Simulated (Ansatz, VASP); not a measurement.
**One calculation of Ag, two programs**

```xyz
1
Lattice="0.0000 2.0427 2.0427 2.0427 0.0000 2.0427 2.0427 2.0427 0.0000" Properties=species:S:1:pos:R:3 pbc="T T T"
Ag    0.0000    0.0000    0.0000
```

Alike in both runs: functional PBE0; k mesh 6 × 6 × 6; occupations fermi-dirac, width 0.05 eV; no spin polarisation.

```csv
,VASP,Ansatz
version,VASP 6.6.1,Ansatz 0.2.0
potentials or method,"VASP PAW PBE potentials, release 64 (Ag)",Ansatz PAW
plane-wave cutoff (eV),520,420
valence electrons in the cell,11,19
task,single point,projected density of states
```

Ansatz gave:

```
gap on the k mesh at the Fermi level (eV) : none
pressure (GPa)                            : 4.6
```

Question: Estimate VASP's values.

Answer: gap on the k mesh at the Fermi level (eV): none; pressure (GPa): 4.5.

A gap of «none» marks a metal or a gap that the smearing closes. VASP's potentials hold 11 valence electrons a cell and Ansatz's 19, so a difference there can come from the potentials and not from the codes.

The k mesh is coarse, so the values compare programs but aren't converged.
